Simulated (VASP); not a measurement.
# F (C2/c) in VASP: further runs

Runs on F. Level: PBE+D3(BJ). Tasks: single point.

Everything below comes from runs of VASP 6.6.1. Logs are shortened: lines on timing, memory, paths and dates and some standing lists are left out, and cuts for length are marked.

### 1 The cell of the first run

It takes space group C2/c (No. 15, monoclinic). Conventional cell: a = 5.485 Å, b = 3.467 Å, c = 6.580 Å, α = 90.00°, β = 91.04°, γ = 90.00°. F (site symmetry 1) has 1 F at 1.57 Å within 2.1 Å.

### 2 Single point, PBE+D3(BJ) (atoms shifted along a free coordinate)

The input, INCAR:

```
SYSTEM = F
ALGO = Normal
EDIFF = 1E-6
ENCUT = 520
GGA = PE
ISIF = 2
ISMEAR = 0
IVDW = 12
LASPH = .TRUE.
LCHARG = .TRUE.
LELF = .TRUE.
LREAL = .FALSE.
LVHAR = .TRUE.
LWAVE = .FALSE.
NBANDS = 22
NELM = 60
PREC = Accurate
SIGMA = 0.05
```

The input, KPOINTS:

```
k-points
0
G
  8 8 4
  0 0 0
```

The input, POSCAR:

```
F
1.0
    2.7275771167     -1.7336339579      0.2878492166
    2.7275771167      1.7336339579      0.2878492166
   -0.8091229560      0.0000000000      6.5300711906
F
4
Direct
    0.9138648456      0.5855481450      0.1105934036
    0.4144518550      0.0861351544      0.3894065964
    0.0861351544      0.4144518550      0.8894065964
    0.5855481450      0.9138648456      0.6105934036
```

Potentials or basis: VASP PAW PBE potentials, release 64 (F).

On the command line:

```
cat potpaw_PBE.64/F/POTCAR > POTCAR
mpirun -np 1 vasp_std > vasp.out
```

OUTCAR:

```text
SYSTEM = F
   EDIFF = 1E-6
   ENCUT = 520
   GGA = PE
   ISIF = 2
   ISMEAR = 0
   IVDW = 12
   LASPH = .TRUE.
   LREAL = .FALSE.
   NELM = 60
   PREC = Accurate
 IVDW          = 12

 ion  position               nearest neighbor table
   1  0.914  0.586  0.111-   3 1.57
   2  0.414  0.086  0.389-   4 1.57
   3  0.086  0.414  0.889-   1 1.57
   4  0.586  0.914  0.611-   2 1.57

  LATTYP: Found a base centered monoclinic cell.
 ALAT       =     5.4854476933
 B/A-ratio  =     0.6320847649
 C/A-ratio  =     1.1995389811
 COS(beta)  =    -0.0181341353

  Lattice vectors:

 A1 = (   2.7275771167,  -1.7336339579,   0.2878492166)
 A2 = (   2.7275771167,   1.7336339579,   0.2878492166)
 A3 = (  -0.8091229560,   0.0000000000,   6.5300711906)

Analysis of symmetry for initial positions (statically):
=====================================================================
 Subroutine PRICEL returns:
 Original cell was already a primitive cell.

 Routine SETGRP: Setting up the symmetry group for a
 base centered monoclinic supercell.

 Subroutine GETGRP returns: Found  4 space group operations
 (whereof  2 operations were pure point group operations)
 out of a pool of  4 trial point group operations.

The static configuration has the point symmetry S_2 .
 The point group associated with its full space group is C_2h.

Analysis of symmetry for dynamics (positions and initial velocities):
=====================================================================
 Subroutine PRICEL returns:
 Original cell was already a primitive cell.

 Routine SETGRP: Setting up the symmetry group for a
 base centered monoclinic supercell.

 Subroutine GETGRP returns: Found  4 space group operations
 (whereof  2 operations were pure point group operations)
 out of a pool of  4 trial point group operations.

The dynamic configuration has the point symmetry S_2 .
 The point group associated with its full space group is C_2h.

 Subroutine INISYM returns: Found  4 space group operations
 (whereof  2 operations are pure point group operations),
 and found     1 'primitive' translations

----------------------------------------------------------------------------------------

                                     Primitive cell

  volume of cell :      62.5640

  direct lattice vectors                    reciprocal lattice vectors
     2.727577117 -1.733633958  0.287849217     0.180946761 -0.288411517  0.022420610
     2.727577117  1.733633958  0.287849217     0.180946761  0.288411517  0.022420610
    -0.809122956  0.000000000  6.530071191    -0.015952470  0.000000000  0.151161061

  length of vectors
     3.244691172  3.244691172  6.580008337     0.341211983  0.341211983  0.152000486

  position of ions in fractional coordinates (direct lattice)
     0.913864846  0.585548145  0.110593404
     0.414451855  0.086135154  0.389406596
     0.086135154  0.414451855  0.889406596
     0.585548145  0.913864846  0.610593404

  ion indices of the primitive-cell ions
   primitive index   ion index
                 1           1
                 2           2
                 3           3
                 4           4

----------------------------------------------------------------------------------------

 KPOINTS: k-points

Automatic generation of k-mesh.
 Grid dimensions read from file:
 generate k-points for:    8    8    4

 Generating k-lattice:

  Cartesian coordinates                     Fractional coordinates (reciprocal lattice)
     0.022618345 -0.036051440  0.002802576     0.125000000  0.000000000  0.000000000
     0.022618345  0.036051440  0.002802576     0.000000000  0.125000000  0.000000000
    -0.003988118  0.000000000  0.037790265     0.000000000  0.000000000  0.250000000

  Length of vectors
     0.042651498  0.042651498  0.038000121

  Shift w.r.t. Gamma in fractional coordinates (k-lattice)
     0.000000000  0.000000000  0.000000000

 Subroutine IBZKPT returns following result:
 ===========================================

 Found     78 irreducible k-points:

 Following reciprocal coordinates:
            Coordinates               Weight
  0.000000  0.000000  0.000000      1.000000
  0.125000  0.000000  0.000000      4.000000
  0.250000  0.000000  0.000000      4.000000
  0.375000  0.000000 -0.000000      4.000000
  0.500000  0.000000  0.000000      2.000000
  0.125000  0.125000  0.000000      2.000000
[... 16 lines left out ...]
  0.125000  0.000000  0.250000      4.000000
  0.250000  0.000000  0.250000      4.000000
 [... further k-points ...]
   k-points           NKPTS =     78   k-points in BZ     NKDIM =     78   number of bands    NBANDS=     22
   number of dos      NEDOS =    301   number of ions     NIONS =      4
   total plane-waves  NPLWV =  28800
   dimension x,y,z NGX =    24 NGY =   24 NGZ =   50
   dimension x,y,z NGXF=    48 NGYF=   48 NGZF=  100
   ions per type =               4
   NGX,Y,Z   is equivalent  to a cutoff of  12.30, 12.30, 12.63 a.u.
   NGXF,Y,Z  is equivalent  to a cutoff of  24.59, 24.59, 25.27 a.u.
 SYSTEM =  F
   PREC   = accura    normal or accurate (medium, high low for compatibility)
   ISTART =      0    job   : 0-new  1-cont  2-samecut
   ICHARG =      2    charge: 1-file 2-atom 10-const
   ISPIN  =      1    spin polarized calculation?
   LNONCOLLINEAR =      F non collinear calculations
   LSORBIT =      F    spin-orbit coupling
   LASPH  =      T    aspherical Exc in radial PAW
   ENCUT  =  520.0 eV  38.22 Ry    6.18 a.u.   6.03  6.03 12.23*2*pi/ulx,y,z
   NELM   =     60;   NELMIN=  2; NELMDL= -5     # of ELM steps
   EDIFF  = 0.1E-05   stopping-criterion for ELM
   LREAL  =      F    real-space projection
   EDIFFG = 0.1E-04   stopping-criterion for IOM
   NSW    =      0    number of steps for IOM
   IBRION =     -1    ionic relax: 0-MD 1-quasi-New 2-CG
   NFREE  =      0    steps in history (QN), initial steepest desc. (CG)
   ISIF   =      2    stress and relaxation
   ISYM   =      2    0-nonsym 1-usesym 2-fastsym
   POTIM  = 0.5000    time-step for ionic-motion
   TEBEG  =    0.0;   TEEND  =   0.0 temperature during run
   PSTRESS=    0.0 pullay stress
   NELECT =      28.0000    total number of electrons
   NUPDOWN=      -1.0000    fix difference up-down
   EMIN   =  10.00;   EMAX   =-10.00  energy-range for DOS
   EFERMI =   0.00;   METHOD = LEGACY
   ISMEAR =     0;   SIGMA  =   0.05  broadening in eV -4-tet -1-fermi 0-gaus
   EFERMI_NEDOS =   21; number of points for ismear=-14 and -15
   IALGO  =     38    algorithm
   IMIX   =      4    mixing-type and parameters
     AMIX     =   0.40;   BMIX     =  1.00
     AMIX_MAG =   1.60;   BMIX_MAG =  1.00
  volume/ion in A,a.u.               =      15.64       105.55
  Fermi-wavevector in a.u.,A,eV,Ry     =   1.252235  2.366382 21.335210  1.568094
  Thomas-Fermi vector in A             =   2.386145
   LORBIT       =      0    0 simple, 1 ext, 2 COOP (PROOUT), +10 PAW based schemes
   GGA     = PE    functional components
   LHFCALC =     F    Hartree Fock is set to
   AEXX    =    0.0000 exact exchange contribution
   IVDW    =    12    specifies the selected vdW correction
   LEPSILON=     F    determine dielectric tensor
   LRPA    =     F    only Hartree local field effects (RPA)
 non-spin polarized calculation
 Gauss-broadening in eV      SIGMA  =   0.05
  energy-cutoff  :      520.00
  volume of cell :       62.56
 maximum number of plane-waves:      1724
   NGX = 13   NGY = 13   NGZ = 25

 number of electron      27.9999957 magnetization

 Free energy of the ion-electron system (eV)
  ---------------------------------------------------
  ext. energy  EPLUGINS =         0.00000000
  ---------------------------------------------------
  free energy    TOTEN  =        -6.82425403 eV

  energy without entropy =       -6.82425403  energy(sigma->0) =       -6.82425403

 E-fermi :  -5.3481     XC(G=0):  -7.8118

 val. band max:       -5.5792276212   @ k =   0.0000   0.0000   0.0000
 cond. band min:      -4.2209375702   @ k =   0.0000   0.0000   0.0000
 fundamental gap:      1.3582900510
 Fermi energy:        -5.3480594562

 k-point     1 :       0.0000    0.0000    0.0000
  band No.  band energies     occupation
      1     -28.5393      2.00000
      2     -28.2501      2.00000
      3     -24.7788      2.00000
      4     -24.2491      2.00000
      5     -11.0770      2.00000
      6     -10.1968      2.00000
[... 14 lines left out ...]
     21      15.7120      0.00000
     22      16.6396      0.00000

 k-point     2 :       0.1250    0.0000    0.0000
  band No.  band energies     occupation
      1     -28.5165      2.00000
      2     -28.2484      2.00000
      3     -24.7549      2.00000
      4     -24.2656      2.00000
      5     -11.0584      2.00000
      6     -10.2486      2.00000
[... 14 lines left out ...]
     21      14.3458      0.00000
     22      16.1539      0.00000

 k-point     3 :       0.2500    0.0000    0.0000
  band No.  band energies     occupation
      1     -28.4551      2.00000
      2     -28.2488      2.00000
      3     -24.6887      2.00000
      4     -24.3142      2.00000
      5     -11.0029      2.00000
      6     -10.3901      2.00000
[... 14 lines left out ...]
     21      14.0743      0.00000
     22      14.2482      0.00000
[... 476 lines left out ...]
 k-point    23 :       0.1250    0.0000    0.2500
  band No.  band energies     occupation
      1     -28.4801      2.00000
      2     -28.2919      2.00000
      3     -24.6798      2.00000
      4     -24.3352      2.00000
      5     -10.9501      2.00000
      6     -10.3799      2.00000
[... 14 lines left out ...]
     21      14.3229      0.00000
     22      15.5303      0.00000

 k-point    24 :       0.2500    0.0000    0.2500
  band No.  band energies     occupation
      1     -28.4263      2.00000
      2     -28.2818      2.00000
      3     -24.6314      2.00000
      4     -24.3684      2.00000
      5     -10.9097      2.00000
      6     -10.4716      2.00000
[... 14 lines left out ...]
     21      13.0811      0.00000
     22      13.9454      0.00000

 [... further k-points ...]

------------------------ aborting loop because EDIFF is reached ----------------------------------------

 Edisp (eV)   -0.12271

 E8    (eV) :    -0.0269

  FORCE on cell =-STRESS in cart. coord.  units (eV):
  Direction    XX          YY          ZZ          XY          YZ          ZX
  --------------------------------------------------------------------------------------
  -------------------------------------------------------------------------------------
  Total      -0.16513    -1.59180    -7.61182     0.00000     0.00000     0.96030
  in kB      -4.22871   -40.76368  -194.92807     0.00000     0.00000    24.59190
  external pressure =      -79.97 kB  Pullay stress =        0.00 kB

 VOLUME and BASIS-vectors are now :
 -----------------------------------------------------------------------------
  energy-cutoff  :      520.00
  volume of cell :       62.56
      direct lattice vectors                 reciprocal lattice vectors
     2.727577117 -1.733633958  0.287849217     0.180946761 -0.288411517  0.022420610
     2.727577117  1.733633958  0.287849217     0.180946761  0.288411517  0.022420610
    -0.809122956  0.000000000  6.530071191    -0.015952470  0.000000000  0.151161061

 POSITION                                       TOTAL-FORCE (eV/Angst)
 -----------------------------------------------------------------------------------
      4.00028     -0.56918      1.15379         0.318845     -1.006328     -2.507581
      1.05031     -0.56918      2.68695        -0.318845     -1.006328      2.507581
      0.64575      0.56918      5.95198        -0.318845      1.006328      2.507581
      3.59572      0.56918      4.41882         0.318845      1.006328     -2.507581
 -----------------------------------------------------------------------------------
    total drift:                               -0.000000      0.000000      0.000000

  FREE ENERGIE OF THE ION-ELECTRON SYSTEM (eV)
  ---------------------------------------------------
  free  energy   TOTEN  =        -6.9469603484 eV

  energy  without entropy=       -6.9469603484  energy(sigma->0) =       -6.94696035
```

Wall time 30 s (1 thread of AMD EPYC 9R45 (Zen 5), shared host); peak memory 0.19 GiB.

What came out:

```yaml
Free_energy: -6.9470 eV
Pressure: -8.0 GPa
Largest_force: 2.721 eV/Å
Band_gap_on_the_k_mesh: 1.36 eV
Dispersion_energy_per_atom: -0.031 eV
```

Forces in eV/Å, atoms in the order of the input:
```
F    0.319 -1.006 -2.508
F   -0.319 -1.006  2.508
F   -0.319  1.006  2.508
F    0.319  1.006 -2.508
```

Caveat: the cell differs from its parent crystal (atoms shifted along a free coordinate); the stress differs along the axes, from -19 to -0 GPa; forces of over 1 eV/Å act on the atoms, so gaps and moduli don't describe the material at rest.

[end of part 1 of 2]
